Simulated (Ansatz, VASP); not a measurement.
One calculation of GaAs, two programs

```xyz
2
Lattice="0.0000 2.8167 2.8331 2.8167 0.0000 2.8331 2.8167 2.8167 0.0000" Properties=species:S:1:pos:R:3 pbc="T T T"
Ga    0.0000    0.0000    0.0000
As    1.4083    1.4083    1.4165
```

Change from the starting cell: biaxial_xy strain -0.6%.

Alike in both runs: task single point; functional PBE; k mesh 8 × 8 × 8; occupations fermi-dirac, width 0.02 eV; no spin polarisation.

```csv
,VASP,Ansatz
version,VASP 6.6.1,Ansatz 0.2.0
potentials or method,"VASP PAW PBE potentials, release 64 (Ga_d, As_d)","plane waves, PAW"
plane-wave cutoff (eV),510,420
valence electrons in the cell,28,28
```

Ansatz gave:

```
pressure (GPa)                                                : 3.7
traceless stress, the component that is largest in VASP (GPa) : -0.23
```

What did VASP give for the same quantities?

Pressure (GPa): 3.6; traceless stress, the component that is largest in VASP (GPa): -0.23.

With one functional, cell and mesh, what is left measures potentials, basis and numerics.
